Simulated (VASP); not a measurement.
# SnS2 (P-3m1) in VASP: notebook

The runs below take SnS2 through single point, with RPBE, PBE.

Everything below comes from runs of VASP 6.6.1. Logs are shortened: lines on timing, memory, paths and dates and some standing lists are left out, and cuts for length are marked.

### Step 1. The cell of the first run

The structure is trigonal, space group P-3m1 (No. 164). Conventional cell: a = 3.674 Å, b = 3.674 Å, c = 6.229 Å, α = 90.00°, β = 90.00°, γ = 120.00°. Sn (site symmetry -3m) has 6 S at 2.58 Å within 3.4 Å. S (site symmetry 3m) has 3 Sn at 2.58 Å within 3.4 Å.

### Step 2. Single point, RPBE

The input, INCAR:

```
SYSTEM = SnS2
PREC = Accurate ; ENCUT = 500
EDIFF = 1E-6 ; ISMEAR = 0
SIGMA = 0.1 ; LREAL = .False.
LASPH = .True. ; NELM = 120
ALGO = Normal ; ISIF = 2
LWAVE = .False. ; LCHARG = .False.
GGA = RP ; ISYM = 0
NBANDS = 20 ; GGA_COMPAT = .False.
```

The input, KPOINTS:

```
regular mesh
0
Gamma
  3 2 4
  0 0 0
```

The input, POSCAR:

```
SnS2
1.0
    3.6743056006      0.0000000000      0.0000000000
   -1.8371528003      3.1820419914      0.0000000000
    0.0000000000      0.0000000000      6.2288318400
Sn S
1 2
Direct
    0.1060000000      0.9960000000      0.7760000000
    0.4393333333      1.6626666667      1.0106534700
    0.7726666667      1.3293333333      1.5413465300
```

Potentials or basis: VASP PAW PBE potentials, release 64 (Sn_d, S).

Started as:

```bash
$ cat potpaw_PBE.64/Sn_d/POTCAR potpaw_PBE.64/S/POTCAR > POTCAR
$ mpirun -np 1 vasp_std > vasp.out
```

OUTCAR:

```text
SYSTEM = SnS2
   PREC = Accurate
   ENCUT = 500
   EDIFF = 1E-6
   ISMEAR = 0
   LREAL = .False.
   LASPH = .True.
   NELM = 120
   ISIF = 2
   GGA = RP
   ISYM = 0

 ion  position               nearest neighbor table
   1  0.106  0.996  0.776-   2 2.58   3 2.58   2 2.58   3 2.58   2 2.58   3 2.58
   2  0.439  0.663  0.011-   1 2.58   1 2.58   1 2.58
   3  0.773  0.329  0.541-   1 2.58   1 2.58   1 2.58

IMPORTANT INFORMATION: All symmetrisations will be switched off!
NOSYMM: (Re-)initialisation of all symmetry stuff for point group C_1.

----------------------------------------------------------------------------------------

                                     Primitive cell

  volume of cell :      72.8262

  direct lattice vectors                    reciprocal lattice vectors
     3.674305601  0.000000000  0.000000000     0.272160269  0.157131804  0.000000000
    -1.837152800  3.182041991  0.000000000     0.000000000  0.314263609  0.000000000
     0.000000000  0.000000000  6.228831840     0.000000000  0.000000000  0.160543747

  length of vectors
     3.674305601  3.674305601  6.228831840     0.314263609  0.314263609  0.160543747

  position of ions in fractional coordinates (direct lattice)
     0.106000000  0.996000000  0.776000000
     0.439333333  0.662666667  0.010653470
     0.772666667  0.329333333  0.541346530

  ion indices of the primitive-cell ions
   primitive index   ion index
                 1           1
                 2           2
                 3           3

----------------------------------------------------------------------------------------

 KPOINTS: regular mesh

Automatic generation of k-mesh.
 Grid dimensions read from file:
 generate k-points for:    3    2    4

 Generating k-lattice:

  Cartesian coordinates                     Fractional coordinates (reciprocal lattice)
     0.090720090  0.052377268  0.000000000     0.333333333  0.000000000  0.000000000
     0.000000000  0.157131804  0.000000000     0.000000000  0.500000000  0.000000000
     0.000000000  0.000000000  0.040135937     0.000000000  0.000000000  0.250000000

  Length of vectors
     0.104754536  0.157131804  0.040135937

  Shift w.r.t. Gamma in fractional coordinates (k-lattice)
     0.000000000  0.000000000  0.000000000

 -----------------------------------------------------------------------------
|                                                                             |
|           W    W    AA    RRRRR   N    N  II  N    N   GGGG   !!!           |
|           W    W   A  A   R    R  NN   N  II  NN   N  G    G  !!!           |
|           W    W  A    A  R    R  N N  N  II  N N  N  G       !!!           |
|           W WW W  AAAAAA  RRRRR   N  N N  II  N  N N  G  GGG   !            |
|           WW  WW  A    A  R   R   N   NN  II  N   NN  G    G                |
|           W    W  A    A  R    R  N    N  II  N    N   GGGG   !!!           |
|                                                                             |
|     Your reciprocal lattice and k-lattice belong to different lattice       |
|     classes:                                                                |
|                                                                             |
|        The reciprocal lattice is hexagonal,                                 |
|        whereas your k-lattice is simple monoclinic.                         |
|                                                                             |
|     Results are often still useful ...                                      |
|                                                                             |
 -----------------------------------------------------------------------------

 WARNING: IBZKPT: internal override: KBLOWUP is changed to .FALSE.
      ... skipping the blow-up phase ...

 Subroutine IBZKPT returns following result:
 ===========================================

 Found     14 irreducible k-points:

 Following reciprocal coordinates:
            Coordinates               Weight
  0.000000  0.000000  0.000000      1.000000
  0.333333  0.000000  0.000000      2.000000
  0.000000  0.500000  0.000000      1.000000
  0.333333  0.500000  0.000000      2.000000
  0.000000  0.000000  0.250000      2.000000
  0.333333  0.000000  0.250000      2.000000
 -0.333333 -0.000000  0.250000      2.000000
  0.000000  0.500000  0.250000      2.000000
  0.333333  0.500000  0.250000      2.000000
 -0.333333  0.500000  0.250000      2.000000
  0.000000  0.000000  0.500000      1.000000
  0.333333  0.000000  0.500000      2.000000
  0.000000  0.500000  0.500000      1.000000
  0.333333  0.500000  0.500000      2.000000
   k-points           NKPTS =     14   k-points in BZ     NKDIM =     14   number of bands    NBANDS=     20
   number of dos      NEDOS =    301   number of ions     NIONS =      3
   total plane-waves  NPLWV =  37632
   dimension x,y,z NGX =    28 NGY =   28 NGZ =   48
   dimension x,y,z NGXF=    56 NGYF=   56 NGZF=   96
   ions per type =               1   2
   NGX,Y,Z   is equivalent  to a cutoff of  12.67, 12.67, 12.81 a.u.
   NGXF,Y,Z  is equivalent  to a cutoff of  25.34, 25.34, 25.62 a.u.
 SYSTEM =  SnS2
   PREC   = accura    normal or accurate (medium, high low for compatibility)
   ISTART =      0    job   : 0-new  1-cont  2-samecut
   ICHARG =      2    charge: 1-file 2-atom 10-const
   ISPIN  =      1    spin polarized calculation?
   LNONCOLLINEAR =      F non collinear calculations
   LSORBIT =      F    spin-orbit coupling
   LASPH  =      T    aspherical Exc in radial PAW
   ENCUT  =  500.0 eV  36.75 Ry    6.06 a.u.   6.70  6.70 11.36*2*pi/ulx,y,z
   NELM   =    120;   NELMIN=  2; NELMDL= -5     # of ELM steps
   EDIFF  = 0.1E-05   stopping-criterion for ELM
   LREAL  =      F    real-space projection
   EDIFFG = 0.1E-04   stopping-criterion for IOM
   NSW    =      0    number of steps for IOM
   IBRION =     -1    ionic relax: 0-MD 1-quasi-New 2-CG
   NFREE  =      0    steps in history (QN), initial steepest desc. (CG)
   ISIF   =      2    stress and relaxation
   ISYM   =      0    0-nonsym 1-usesym 2-fastsym
   POTIM  = 0.5000    time-step for ionic-motion
   TEBEG  =    0.0;   TEEND  =   0.0 temperature during run
   PSTRESS=    0.0 pullay stress
   NELECT =      26.0000    total number of electrons
   NUPDOWN=      -1.0000    fix difference up-down
   EMIN   =  10.00;   EMAX   =-10.00  energy-range for DOS
   EFERMI =   0.00;   METHOD = LEGACY
   ISMEAR =     0;   SIGMA  =   0.10  broadening in eV -4-tet -1-fermi 0-gaus
   EFERMI_NEDOS =   21; number of points for ismear=-14 and -15
   IALGO  =     38    algorithm
   IMIX   =      4    mixing-type and parameters
     AMIX     =   0.40;   BMIX     =  1.00
     AMIX_MAG =   1.60;   BMIX_MAG =  1.00
  volume/ion in A,a.u.               =      24.28       163.82
  Fermi-wavevector in a.u.,A,eV,Ry     =   1.161368  2.194668 18.351220  1.348777
  Thomas-Fermi vector in A             =   2.297941
   LORBIT       =      0    0 simple, 1 ext, 2 COOP (PROOUT), +10 PAW based schemes
   GGA     = RP    functional components
   LHFCALC =     F    Hartree Fock is set to
   AEXX    =    0.0000 exact exchange contribution
   IVDW    =     0    specifies the selected vdW correction
   LEPSILON=     F    determine dielectric tensor
   LRPA    =     F    only Hartree local field effects (RPA)
 non-spin polarized calculation
 Gauss-broadening in eV      SIGMA  =   0.10
  energy-cutoff  :      500.00
  volume of cell :       72.83
 maximum number of plane-waves:      1870
   NGX = 13   NGY = 13   NGZ = 23

 number of electron      26.0000008 magnetization

 Free energy of the ion-electron system (eV)
  ---------------------------------------------------
  ext. energy  EPLUGINS =         0.00000000
  ---------------------------------------------------
  free energy    TOTEN  =       -11.63964307 eV

  energy without entropy =      -11.63964307  energy(sigma->0) =      -11.63964307

 E-fermi :   4.3466     XC(G=0):  -8.9326

 val. band max:        3.8331777264   @ k =   0.3333   0.0000   0.0000
 cond. band min:       5.5922244705   @ k =   0.0000   0.5000   0.5000
 fundamental gap:      1.7590467441
 Fermi energy:         4.3465901234

 k-point     1 :       0.0000    0.0000    0.0000
  band No.  band energies     occupation
      1     -17.0023      2.00000
      2     -16.9970      2.00000
      3     -16.9796      2.00000
      4     -16.9631      2.00000
      5     -16.9331      2.00000
      6      -9.5591      2.00000
[... 12 lines left out ...]
     19      13.4527      0.00000
     20      13.4868      0.00000

 k-point     2 :       0.3333    0.0000    0.0000
  band No.  band energies     occupation
      1     -17.0485      2.00000
      2     -16.9859      2.00000
      3     -16.9802      2.00000
      4     -16.9462      2.00000
      5     -16.9075      2.00000
      6      -8.4389      2.00000
[... 12 lines left out ...]
     19      13.4928      0.00000
     20      14.0560      0.00000

 k-point     3 :       0.0000    0.5000    0.0000
  band No.  band energies     occupation
      1     -17.0777      2.00000
      2     -16.9874      2.00000
      3     -16.9763      2.00000
      4     -16.9242      2.00000
      5     -16.9005      2.00000
      6      -7.7027      2.00000
[... 12 lines left out ...]
     19      14.3421      0.00000
     20      14.6640      0.00000

 k-point     4 :       0.3333    0.5000    0.0000
  band No.  band energies     occupation
      1     -17.0601      2.00000
      2     -16.9982      2.00000
      3     -16.9630      2.00000
      4     -16.9327      2.00000
      5     -16.9130      2.00000
      6      -7.7964      2.00000
[... 199 lines left out ...]
 k-point    13 :       0.0000    0.5000    0.5000
  band No.  band energies     occupation
      1     -17.0778      2.00000
      2     -16.9874      2.00000
      3     -16.9763      2.00000
      4     -16.9241      2.00000
      5     -16.9005      2.00000
      6      -7.6546      2.00000
[... 12 lines left out ...]
     19      14.8995      0.00000
     20      15.3135      0.00000

 k-point    14 :       0.3333    0.5000    0.5000
  band No.  band energies     occupation
      1     -17.0602      2.00000
      2     -16.9982      2.00000
      3     -16.9630      2.00000
      4     -16.9326      2.00000
      5     -16.9129      2.00000
      6      -7.7426      2.00000
[... 12 lines left out ...]
     19      13.5521      0.00000
     20      14.1680      0.00000

------------------------ aborting loop because EDIFF is reached ----------------------------------------

  FORCE on cell =-STRESS in cart. coord.  units (eV):
  Direction    XX          YY          ZZ          XY          YZ          ZX
  --------------------------------------------------------------------------------------
  -------------------------------------------------------------------------------------
  Total        2.5976446      3.7727795      1.3662256     -1.7031475      0.2282347      0.6368707
  in kB       57.1481955     83.0011717     30.0569703    -37.4692541      5.0211642     14.0111586
  external PRESSURE =      56.7354458 kB  Pullay stress =       0.0000000 kB

 VOLUME and BASIS-vectors are now :
 -----------------------------------------------------------------------------
  energy-cutoff  :      500.00
  volume of cell :       72.83
      direct lattice vectors                 reciprocal lattice vectors
     3.674305601  0.000000000  0.000000000     0.272160269  0.157131804  0.000000000
    -1.837152800  3.182041991  0.000000000     0.000000000  0.314263609  0.000000000
     0.000000000  0.000000000  6.228831840     0.000000000  0.000000000  0.160543747

 POSITION                                       TOTAL-FORCE (eV/Angst)
 -----------------------------------------------------------------------------------
     -1.44033      3.16931      4.83357        -0.000073      0.000283      0.000020
      0.39683      2.10863      0.06636         0.235024      0.080042      0.255583
      2.23398      1.04795      3.37196        -0.234950     -0.080325     -0.255603
 -----------------------------------------------------------------------------------
    total drift:                               -0.000115      0.000431      0.000028

  FREE ENERGIE OF THE ION-ELECTRON SYSTEM (eV)
  ---------------------------------------------------
  free  energy   TOTEN  =       -11.6396430670 eV

  energy  without entropy=      -11.6396430670  energy(sigma->0) =      -11.63964307
```

Run time: 14 s. Hardware: 1 thread of Intel Xeon Platinum 8259CL at 2.50GHz (Skylake/Cascade Lake), shared host; peak memory 0.18 GiB.

What came out:

```
Free energy            : -11.6396 eV
Pressure               : 5.7 GPa
Largest force          : 0.356 eV/Å
Band gap on the k mesh : 1.76 eV (least direct gap 1.94 eV)
```

Forces on the atoms (eV/Å):
```
Sn   0.000  0.000  0.000
S    0.235  0.080  0.256
S   -0.235 -0.080 -0.256
```

Levels at points of the mesh, in eV from the valence-band top:
```csv
k point,band 11,band 12,band 13,band 14,band 15,band 16
"(0.00, 0.00, 0.00)",-0.10,-0.08,0.00,2.27,3.95,5.59
"(0.00, 0.50, 0.00)",-2.20,-0.53,-0.10,1.88,4.85,6.47
"(0.00, 0.00, 0.50)",-0.45,-0.04,-0.01,3.12,3.98,5.46
"(0.00, 0.50, 0.50)",-1.65,-0.40,-0.27,1.76,5.07,6.05
```

Caveat: the k points lie up to 0.87 Å⁻¹ apart, too coarse for converged energies, forces and pressures; the PAW data sets were made with another functional, which shifts forces and pressure a little; spin-orbit coupling is left out, which moves the levels of the heavy elements; this functional lacks dispersion, which binds layers or chains, so the pressure and a relaxed spacing across them are unreliable. A k mesh can miss the band edges.

[end of part 1 of 2]
